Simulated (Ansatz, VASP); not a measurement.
One calculation of Al6H, two programs

```xyz
14
Lattice="5.7143 0.0000 0.0000 -2.8572 4.9487 0.0000 0.0000 0.0000 22.6016" Properties=species:S:1:pos:R:3 pbc="T T T"
Al    1.4286    0.8248    4.0000
Al    0.0000    3.2992    4.0000
Al    4.2857    0.8248    4.0000
Al    2.8572    3.2992    4.0000
Al    0.0000    1.6496    6.3009
Al   -1.4286    4.1239    6.3009
Al    2.8572    1.6496    6.3009
Al    1.4286    4.1239    6.3009
Al    0.0000    0.0000    8.6016
Al   -1.4286    2.4744    8.6016
Al    2.8572    0.0000    8.6016
Al    1.4286    2.4744    8.6016
H     1.1036    0.8248    9.3716
H     1.7536    0.8248    9.3716
```

Alike in both runs: task single point; functional PBE; k mesh 6 × 6 × 1; occupations gaussian, width 0.1 eV; no spin polarisation.

```csv
,VASP,Ansatz
version,VASP 6.6.1,Ansatz 0.2.0
potentials or method,"VASP PAW PBE potentials, release 64 (Al, H), cutoff 520 eV","scalar-relativistic, plane waves, PAW"
valence electrons in the cell,38,38
```

|  | VASP | Ansatz | Ansatz less VASP |
| --- | --- | --- | --- |
| gap on the k mesh at the Fermi level (eV) | none | none | - |
| rms of the force components (eV/Å) | 1.928 | 1.914 | -0.0146 |

Atom by atom the forces differ by 0.018 eV/Å (rms over components). A gap of «none» marks a metal or a gap that the smearing closes.
